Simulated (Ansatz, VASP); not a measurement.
Zn in VASP and in Ansatz

```
Zn
1.0
     0.00000    1.96488    1.96488
     1.96488    0.00000    1.96488
     1.96488    1.96488    0.00000
Zn
1
Cartesian
  0.0000 0.0000 0.0000
```

Alike in both runs: functional PBE; k mesh 17 × 17 × 17; occupations fermi-dirac, width 0.05 eV; no spin polarisation.

Ansatz relaxed the structure, and its values are those at the end. VASP's run is a single point on that final structure, the one shown.

|  | VASP | Ansatz |
| --- | --- | --- |
| version | VASP 6.6.1 | Ansatz 0.2.0 |
| potentials or method | VASP PAW PBE potentials, release 64 (Zn) | PAW with Ansatz's default frozen-core files, scalar-relativistic |
| plane-wave cutoff (eV) | 520 | 420 |
| valence electrons in the cell | 12 | 12 |

|  | VASP | Ansatz | Ansatz less VASP |
| --- | --- | --- | --- |
| pressure (GPa) | 0.4 | 0.0 | -0.39 |
